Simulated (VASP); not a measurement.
Set up this calculation in VASP 6.6.1, as the native input.

| Quantity | Value |
| --- | --- |
| Task | single point |
| Functional | PBE |
| Dispersion | D3(BJ) |
| Potentials or basis | VASP PAW PBE potentials, release 64 (C) |
| Cutoff | 520 eV |
| k mesh | 18 × 18 × 2 |
| Occupations | gaussian, width 0.15 eV |
| Spin | no spin polarisation |
| Dipole correction | no |
| Further INCAR settings | ALGO = Normal; EDIFF = 1e-06; NBANDS = 16 |

The structure of C lies in POSCAR:

```
C
1.0
    2.4653077130      0.0000000000      0.0000000000
   -1.2326538565      2.1350191076      0.0000000000
    0.0000000000      0.0000000000     24.1314195352
C
4
Direct
    0.0000000000      0.0000000000      0.5705184907
    0.0000000000      0.0000000000      0.4294815093
    0.3333333333      0.6666666667      0.4294635552
    0.6666666667      0.3333333333      0.5705364448
```

The input as run:

INCAR

```
PREC = Accurate
ENCUT = 520
EDIFF = 1E-6
ISMEAR = 0
SIGMA = 0.15
LREAL = F
LASPH = T
NELM = 60
ALGO = Normal
ISIF = 2
LWAVE = F
LCHARG = F
GGA = PE
IVDW = 12
NBANDS = 16
```

KPOINTS

```
Automatic mesh
0
Gamma
  18 18 2
```

Potentials or basis: VASP PAW PBE potentials, release 64 (C).

Run with:

```sh
$ cat potpaw_PBE.64/C/POTCAR > POTCAR
$ mpirun -np 1 vasp_std > vasp.out
```

It gave:

* Band gap on the k mesh: zero (filled and empty bands touch)
* Dispersion energy per atom: -0.119 eV

Wall time 3.3 min on 1 thread of Intel Xeon 6975P-C, with other jobs on the host, peak memory 0.29 GiB.
